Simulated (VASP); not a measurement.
Input of a VASP 6.6.1 run:

INCAR

```
SYSTEM = Cu
PREC     = Accurate       ! precision mode
ENCUT    = 520            ! plane-wave cutoff, eV
EDIFF    = 1E-7           ! SCF threshold, eV
ISMEAR   = 0              ! smearing method
SIGMA    = 0.15           ! smearing width, eV
LREAL    = .FALSE.        ! projectors in reciprocal space
LASPH    = .TRUE.         ! aspherical terms in the spheres
NELM     = 60             ! most SCF steps
ALGO     = Fast           ! electronic algorithm
ISIF     = 2              ! what is computed and relaxed
LWAVE    = .FALSE.        ! write WAVECAR
LCHARG   = .FALSE.        ! write CHGCAR
GGA      = CA             ! functional
NBANDS   = 18             ! bands
```

Contents of KPOINTS:

```
regular mesh
0
G
  21 21 12
  0 0 0
```

Contents of POSCAR:

```
Cu
1.0
    2.4883286535      0.0000000000      0.0000000000
   -1.2441643268      2.1549558269      0.0000000000
    0.0000000000      0.0000000000      4.0637143877
Cu
2
Direct
    0.3173237244      0.6346474489      0.2180095628
    0.6826762756      0.3653525511      0.7819904372
```

Potentials or basis: VASP PAW LDA potentials, release 64 (Cu).

Command:

```bash
$ cat potpaw_LDA.64/Cu/POTCAR > POTCAR
$ mpirun -np 1 vasp_std > vasp.out
```

Predict the band gap on the k mesh.

zero (bands 11 and 12 overlap by 6.11 eV).

Estimate the largest force.

2.681 eV/Å.

What does it give for the pressure?

10.5 GPa.

Forces on the atoms (eV/Å):
```
Cu   0.000  0.283  2.666
Cu   0.000 -0.283 -2.666
```

Caveat: the cell differs from its parent crystal (atoms displaced along several vibrational modes); the stress differs along the axes, from 4 to 17 GPa; forces of over 1 eV/Å act on the atoms, so gaps and moduli don't describe the material at rest.
